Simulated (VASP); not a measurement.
Input of a VASP 6.6.1 run:

File INCAR:

```
  PREC = Accurate
  ENCUT = 520
  EDIFF = 1E-8
  ISMEAR = 0
  SIGMA = 0.01
  LREAL = F
  LASPH = T
  NELM = 80
  ALGO = Normal
  ISIF = 2
  LWAVE = F
  LCHARG = F
  GGA = CA
  NBANDS = 11
  IBRION = 8
  NSW = 1
  LEPSILON = T
```

The input KPOINTS:

```
Automatic mesh
0
Gamma
  12 12 12
```

File POSCAR:

```
Si
1.0
    0.0000000000      2.7008304917      2.7008304917
    2.7008304917      0.0000000000      2.7008304917
    2.7008304917      2.7008304917      0.0000000000
Si
2
Direct
    0.5000000000      0.5000000000      0.5000000000
    0.7500000000      0.7500000000      0.7500000000
```

Potentials or basis: VASP PAW LDA potentials, release 64 (Si).

Launch:

```bash
$ cat potpaw_LDA.64/Si/POTCAR > POTCAR
$ mpirun -np 1 vasp_std > vasp.out
```

Q: What does it give for the electronic dielectric tensor (diagonal)?

A: 13.43.

Q: Estimate the Born charges (mean of the diagonal).

A: Si +0.00 e.

Q: Predict the highest phonon frequency at Γ.

A: 513 cm⁻¹.

Phonon frequencies in cm⁻¹ (negative: imaginary):
```csv
q point,frequencies
"(0.000, 0.000, 0.000)",0 0 0 513 513 513
```
